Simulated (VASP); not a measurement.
# Te2Pt (P-3m1) in VASP: vibrations by perturbation theory with PBE

Aim: the vibrations by perturbation theory of Te2Pt with PBE.

Program: VASP 6.6.1. These are calculated values, not measurements. Logs are shortened: lines on timing, memory, paths and dates and some standing lists are left out, and cuts for length are marked.

## 1. The cell of the first run

It takes space group P-3m1 (No. 164, trigonal). Conventional cell: a = 4.089 Å, b = 4.089 Å, c = 5.387 Å, α = 90.00°, β = 90.00°, γ = 120.00°. Te (site symmetry 3m) has 3 Pt at 2.73 Å and 6 Te at 3.56 to 3.60 Å within 3.7 Å. Pt (site symmetry -3m) has 6 Te at 2.73 Å within 3.6 Å.

## 2. Vibrations by perturbation theory, PBE

Contents of INCAR:

```
PREC = Accurate
ENCUT = 500
EDIFF = 1E-8
ISMEAR = 0
SIGMA = 0.01
LREAL = False
LASPH = True
NELM = 120
ALGO = Normal
ISIF = 2
LWAVE = False
LCHARG = False
GGA = PE
NBANDS = 18
IBRION = 8
NSW = 1
GGA_COMPAT = False
```

Contents of KPOINTS:

```
regular mesh
0
Gamma
  10 10 6
```

Contents of POSCAR:

```
Te2Pt
1.0
    3.5379512159     -2.0445594460      0.1534797328
    3.5379512159      2.0445594460      0.1534797328
   -0.2335603157      0.0000000000      5.3820257171
Te Pt
2 1
Direct
    0.8333348175      0.8333348175      0.2528178056
    0.1666651825      0.1666651825      0.7471821944
    0.5000000000      0.5000000000      0.0000000000
```

Potentials or basis: VASP PAW PBE potentials, release 64 (Te, Pt).

Run with:

```console
cat potpaw_PBE.64/Te/POTCAR potpaw_PBE.64/Pt/POTCAR > POTCAR
mpirun -np 1 vasp_std > vasp.out
```

OUTCAR:

```text
PREC = Accurate
   ENCUT = 500
   EDIFF = 1E-8
   ISMEAR = 0
   LREAL = False
   LASPH = True
   NELM = 120
   ISIF = 2
   GGA = PE
   IBRION = 8
   NSW = 1

 ion  position               nearest neighbor table
   1  0.833  0.833  0.253-   3 2.73   3 2.73   3 2.73   2 3.56   2 3.56   2 3.56   2 3.60   2 3.60
                             2 3.60
   2  0.167  0.167  0.747-   3 2.73   3 2.73   3 2.73   1 3.56   1 3.56   1 3.56   1 3.60   1 3.60
                             1 3.60
   3  0.500  0.500  0.000-   1 2.73   2 2.73   2 2.73   2 2.73   1 2.73   1 2.73

  LATTYP: Found a simple monoclinic cell.
 ALAT       =     4.0891188920
 B/A-ratio  =     1.3174210164
 C/A-ratio  =     1.7320505460
 COS(beta)  =    -0.8660255346

  Lattice vectors:

 A1 = (   0.0000000000,  -4.0891188920,   0.0000000000)
 A2 = (  -0.2335603157,   0.0000000000,   5.3820257171)
 A3 = (  -3.5379512159,   6.1336783380,  -0.1534797328)

Analysis of symmetry for initial positions (statically):
=====================================================================
 Subroutine PRICEL returns:
 Original cell was already a primitive cell.

 Routine SETGRP: Setting up the symmetry group for a
 simple monoclinic supercell.

 Subroutine GETGRP returns: Found  2 space group operations
 (whereof  2 operations were pure point group operations)
 out of a pool of  4 trial point group operations.

The static configuration has the point symmetry S_2 .

Analysis of symmetry for dynamics (positions and initial velocities):
=====================================================================
 Subroutine PRICEL returns:
 Original cell was already a primitive cell.

 Routine SETGRP: Setting up the symmetry group for a
 simple monoclinic supercell.

 Subroutine GETGRP returns: Found  2 space group operations
 (whereof  2 operations were pure point group operations)
 out of a pool of  4 trial point group operations.

The dynamic configuration has the point symmetry S_2 .

 Subroutine INISYM returns: Found  2 space group operations
 (whereof  2 operations are pure point group operations),
 and found     1 'primitive' translations

----------------------------------------------------------------------------------------

                                     Primitive cell

  volume of cell :      78.0089

  direct lattice vectors                    reciprocal lattice vectors
     3.537951216 -2.044559446  0.153479733     0.141059175 -0.244551461  0.006121454
     3.537951216  2.044559446  0.153479733     0.141059175  0.244551461  0.006121454
    -0.233560316  0.000000000  5.382025717    -0.008045195  0.000000000  0.185454514

  length of vectors
     4.089117039  4.089117039  5.387091167     0.282383747  0.282383747  0.185628936

  position of ions in fractional coordinates (direct lattice)
     0.833334818  0.833334818  0.252817806
     0.166665182  0.166665182  0.747182194
     0.500000000  0.500000000  0.000000000

  ion indices of the primitive-cell ions
   primitive index   ion index
                 1           1
                 2           2
                 3           3

----------------------------------------------------------------------------------------

 KPOINTS: regular mesh

Automatic generation of k-mesh.
 Grid dimensions read from file:
 generate k-points for:   10   10    6

[... 104 lines left out ...]
 number of electron      22.0000000 magnetization

 Free energy of the ion-electron system (eV)
  ---------------------------------------------------
  ext. energy  EPLUGINS =         0.00000000
  ---------------------------------------------------
  free energy    TOTEN  =       -13.57238992 eV

  energy without entropy =      -13.57228921  energy(sigma->0) =      -13.57233956

 E-fermi :   7.8054     XC(G=0): -10.2169

 val. band max:        7.7999617424   @ k =   0.5000  -0.3000  -0.1667
 cond. band min:       7.8654497274   @ k =   0.1000   0.0000   0.1667
 fundamental gap:      0.0654879850
 Fermi energy:         7.8054073881

 k-point     1 :       0.0000    0.0000    0.0000
  band No.  band energies     occupation
      1      -5.7783      2.00000
      2      -2.7990      2.00000
      3       1.4897      2.00000
      4       2.3815      2.00000
      5       2.3816      2.00000
      6       4.2596      2.00000
[... 481 lines left out ...]
      5       2.7931      2.00000
      6       3.3711      2.00000
[... 10 lines left out ...]
     17      14.5751      0.00000
     18      15.3014      0.00000

 [... further k-points ...]

------------------------ aborting loop because EDIFF is reached ----------------------------------------

  FORCE on cell =-STRESS in cart. coord.  units (eV):
  Direction    XX          YY          ZZ          XY          YZ          ZX
  --------------------------------------------------------------------------------------
  -------------------------------------------------------------------------------------
  Total       -0.1009748     -0.1012607     -0.0779226      0.0000001      0.0000000     -0.0007358
  in kB       -2.0738608     -2.0797320     -1.6004046      0.0000011      0.0000004     -0.0151130
  external PRESSURE =      -1.9179991 kB  Pullay stress =       0.0000000 kB

 VOLUME and BASIS-vectors are now :
 -----------------------------------------------------------------------------
  energy-cutoff  :      500.00
  volume of cell :       78.01
      direct lattice vectors                 reciprocal lattice vectors
     3.537951216 -2.044559446  0.153479733     0.141059175 -0.244551461  0.006121454
     3.537951216  2.044559446  0.153479733     0.141059175  0.244551461  0.006121454
    -0.233560316  0.000000000  5.382025717    -0.008045195  0.000000000  0.185454514

 POSITION                                       TOTAL-FORCE (eV/Angst)
 -----------------------------------------------------------------------------------
      5.83755      0.00000      1.61647         0.000463      0.000000     -0.009586
      1.00479      0.00000      4.07251        -0.000463     -0.000000      0.009586
      3.53795      0.00000      0.15348         0.000000      0.000000      0.000000
 -----------------------------------------------------------------------------------
    total drift:                                0.000000      0.000000      0.000000

  FREE ENERGIE OF THE ION-ELECTRON SYSTEM (eV)
  ---------------------------------------------------
  free  energy   TOTEN  =       -13.5723899159 eV

  energy  without entropy=      -13.5722892130  energy(sigma->0) =      -13.57233956

[... ionic steps 2 to 9 ...]

--------------------------------------- Ionic step       10  -------------------------------------------

------------------------ aborting loop because EDIFF is reached ----------------------------------------

--------------------------------------- Ionic step       11  -------------------------------------------

------------------------ aborting loop because EDIFF is reached ----------------------------------------

--------------------------------------- Ionic step       12  -------------------------------------------

 Free energy of the ion-electron system (eV)
  ---------------------------------------------------
  ---------------------------------------------------
  free energy    TOTEN  =        -0.26528771 eV

  energy without entropy =       -0.26528771

------------------------ aborting loop because EDIFF is reached ----------------------------------------

 INTERNAL STRAIN TENSOR  FOR ION    3  DIRECTION 3   (eV/Angst):
 -----------------------------------------------------------------------------
     0.00820 -0.00301  0.00900
    -0.00297 -0.00423  0.00204
     0.00896  0.00205 -0.00130

 INTERNAL STRAIN TENSOR FOR ION    3 for displacements in x,y,z  (eV/Angst):
          X           Y           Z          XY          YZ          ZX
  --------------------------------------------------------------------------------
  x     0.00000     0.00000     0.00000     0.00000     0.00000     0.00000
  y     0.00000     0.00000     0.00000     0.00000     0.00000     0.00000
  z     0.00000     0.00000     0.00000     0.00000     0.00000     0.00000

 SECOND DERIVATIVES (NOT SYMMETRIZED)
 ------------------------------------
               1X          1Y          1Z          2X          2Y          2Z          3X          3Y          3Z
  1X    -5.564501    0.003007    0.093771    0.271608    0.000512   -0.104696    5.292892   -0.003518    0.010925
  1Y    -0.002769   -5.561341    0.000341    0.000343    0.268765    0.000206    0.002426    5.292576   -0.000546
  1Z     0.091814   -0.000076   -7.696561   -0.104632   -0.000545    2.688432    0.012818    0.000621    5.008128
  2X     0.271608    0.000512   -0.104696   -5.564501    0.003007    0.093771    5.292892   -0.003518    0.010925
  2Y     0.000343    0.268765    0.000206   -0.002769   -5.561341    0.000341    0.002426    5.292576   -0.000546
  2Z    -0.104632   -0.000545    2.688432    0.091814   -0.000076   -7.696561    0.012818    0.000621    5.008128
  3X     5.295835    0.000020    0.012675    5.295835    0.000020    0.012675  -10.591670   -0.000039   -0.025351
  3Y    -0.000064    5.296244   -0.000062   -0.000064    5.296244   -0.000062    0.000127  -10.592488    0.000124
  3Z     0.012662   -0.000025    5.008396    0.012662   -0.000025    5.008396   -0.025325    0.000050  -10.016792

 Eigenvectors and eigenvalues of the dynamical matrix
 ----------------------------------------------------

   1 f  =    4.838399 THz    30.400555 2PiTHz  161.391607 cm-1    20.010000 meV
             X         Y         Z           dx          dy          dz
      5.837548  0.000000  1.616472    -0.423263    0.192550   -0.018183
      1.004794  0.000000  4.072513    -0.423263    0.192550   -0.018183
      3.537951  0.000000  0.153480     0.684726   -0.311720    0.029421
[... 43 lines left out ...]
   9 f/i=    0.001227 THz     0.007708 2PiTHz    0.040923 cm-1     0.005074 meV
             X         Y         Z           dx          dy          dz
      5.837548  0.000000  1.616472    -0.430527   -0.308669    0.053203
      1.004794  0.000000  4.072513    -0.430527   -0.308669    0.053203
      3.537951  0.000000  0.153480    -0.532272   -0.381343    0.065893

--------------------------------------------------------------------------------------------------------

 ELASTIC MODULI CONTR FROM IONIC RELAXATION (kBar)
 Direction    XX          YY          ZZ          XY          YZ          ZX
 --------------------------------------------------------------------------------
 XX        -314.7137   -213.1514   -375.2769      0.1763     -0.7044   -110.2315
 YY        -213.1514   -337.0821   -350.7012      1.4987     -2.4278    149.5018
 ZZ        -375.2769   -350.7012   -495.8469      0.8308     -1.6902    -19.1626
 XY           0.1763      1.4987      0.8308   -109.5935    197.5656      0.1106
 YZ          -0.7044     -2.4278     -1.6902    197.5656   -356.1558     -0.9581
 ZX        -110.2315    149.5018    -19.1626      0.1106     -0.9581   -299.3675
 --------------------------------------------------------------------------------
```

Run time: 60 min. Hardware: 1 thread of Oxide Virtual Turin-like, shared host; peak memory 0.85 GiB.

What came out:

```yaml
Highest_phonon_frequency_at_Γ_LO-TO_splitting_left_out: 161 cm⁻¹
```

Phonon frequencies in cm⁻¹ (negative: imaginary):
```csv
q point,frequencies
"(0.000, 0.000, 0.000)",0 0 0 111 111 149 157 161 161
```

Caveat: spin-orbit coupling is left out, which moves the levels of the heavy elements.
